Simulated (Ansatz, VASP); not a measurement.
**Two plane-wave programs on BaF2**

File POSCAR:

```
BaF2
1.0
    0.0000000000      3.1000485598      3.1000485598
    3.1000485598      0.0000000000      3.1000485598
    3.1000485598      3.1000485598      0.0000000000
Ba F
1 2
Direct
    0.0000000000      0.0000000000      0.0000000000
    0.2500000000      0.2500000000      0.2500000000
    0.7500000000      0.7500000000      0.7500000000
```

File INCAR.step1:

```
SYSTEM = BaF2
  PREC = Accurate
  ENCUT = 520
  EDIFF = 1E-5
  ISMEAR = 0
  SIGMA = 0.05
  LREAL = .False.
  LASPH = .True.
  NELM = 120
  ALGO = Normal
  ISIF = 2
  LWAVE = .True.
  LCHARG = .False.
  NBANDS = 19
  GGA = PE
  GGA_COMPAT = .False.
```

File INCAR.step2:

```
SYSTEM = BaF2
  PREC = Accurate
  ENCUT = 520
  EDIFF = 1E-6
  ISMEAR = 0
  SIGMA = 0.05
  LREAL = .False.
  LASPH = .True.
  NELM = 120
  ALGO = Normal
  ISIF = 2
  LWAVE = .False.
  LCHARG = .False.
  GGA = PE
  LHFCALC = .True.
  AEXX = 0.25
  PRECFOCK = Normal
  NBANDS = 19
  ISTART = 1
  GGA_COMPAT = .False.
```

Contents of KPOINTS:

```
regular mesh
0
Gamma
  4 4 4
  0 0 0
```

Input for Ansatz:

```yaml
crystal:
  lattice:
    - [0.0, 3.1000485598, 3.1000485598]
    - [3.1000485598, 0.0, 3.1000485598]
    - [3.1000485598, 3.1000485598, 0.0]
  atoms:
    - { symbol: Ba, position: [0.0, 0.0, 0.0] }
    - { symbol: F, position: [0.25, 0.25, 0.25] }
    - { symbol: F, position: [0.75, 0.75, 0.75] }
basis:
  ecutwfc: 420
  ecutrho_ratio: 4
kpoints:
  mp_grid: { grid: [4, 4, 4] }
hamiltonian:
  xc: pbe0
scf:
  occupations: { method: gaussian, width: 0.05 }
  n_extra_bands: 10
output:
  forces: true
  stress: true
  eigenvalues: true
  populations: true
  dos: { projected: true, de: 0.02 }
  write_density: true
  write_potential: true
  elf: true
  volumetric_format: npy
```

Alike in both runs: task single point; functional PBE0; k mesh 4 × 4 × 4; occupations gaussian, width 0.05 eV; no spin polarisation.

|  | VASP | Ansatz |
| --- | --- | --- |
| version | VASP 6.6.1 | Ansatz 0.2.0 |
| potentials or method | VASP PAW PBE potentials, release 64 (Ba_sv, F), cutoff 520 eV | scalar-relativistic, plane waves, PAW |
| valence electrons in the cell | 24 | 24 |

```csv
,VASP,Ansatz,Ansatz less VASP
gap on the k mesh at the Fermi level (eV),9.46,9.52,+0.057
least direct gap on the mesh (eV),9.56,9.63,+0.072
pressure (GPa),1.1,0.1,-0.95
```

The functional is the same, so the differences come from potentials, cutoffs and numerics. Ansatz's warnings: stress exchange threshold loose, stress scf threshold loose.

The k mesh is coarse, so the values compare programs but aren't converged. Spin-orbit coupling is off throughout.
